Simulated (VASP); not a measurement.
Set up this calculation in VASP 6.6.1, as the native input.

```yaml
Task: dielectric tensor
Functional: PBE
Potentials_or_basis: VASP PAW PBE potentials, release 64 (Tl_d, Br)
Cutoff: 400 eV
k_mesh: 7 × 7 × 7
Occupations: gaussian, width 0.01 eV
Spin: no spin polarisation
Dipole_correction: no
Further_INCAR_settings: ALGO = Normal; EDIFF = 1e-08
```

The structure of TlBr lies in POSCAR:

```
TlBr
1.0
    3.9800000000      0.0000000000      0.0000000000
    0.0000000000      3.9800000000      0.0000000000
    0.0000000000      0.0000000000      3.9800000000
Tl Br
1 1
Direct
    0.0000000000      0.0000000000      0.0000000000
    0.5000000000      0.5000000000      0.5000000000
```

These files were run (other wordings do the same):

INCAR

```
ALGO = Normal
EDIFF = 1E-8
ENCUT = 400
GGA = PE
GGA_COMPAT = F
ISIF = 2
ISMEAR = 0
LASPH = T
LCHARG = F
LEPSILON = T
LREAL = F
LWAVE = F
NELM = 120
PREC = Accurate
SIGMA = 0.01
```

KPOINTS

```
k-points
0
Gamma
  7 7 7
```

Potentials or basis: VASP PAW PBE potentials, release 64 (Tl_d, Br).

Launch:

```console
$ cat potpaw_PBE.64/Tl_d/POTCAR potpaw_PBE.64/Br/POTCAR > POTCAR
$ mpirun -np 1 vasp_std > vasp.out
```

It gave:

- Band gap on the k mesh: 2.30 eV, direct
- Electronic dielectric tensor (diagonal): 6.02
- Born charges (mean of the diagonal): Tl +2.11; Br -2.11 e

Caveat: spin-orbit coupling is left out, which moves the levels of the heavy elements.

It took 120 s on 1 thread of Intel(R) Xeon(R) Platinum 8375C CPU @ 2.90GHz (Ice Lake), with other jobs on the host, peak memory 0.21 GiB.
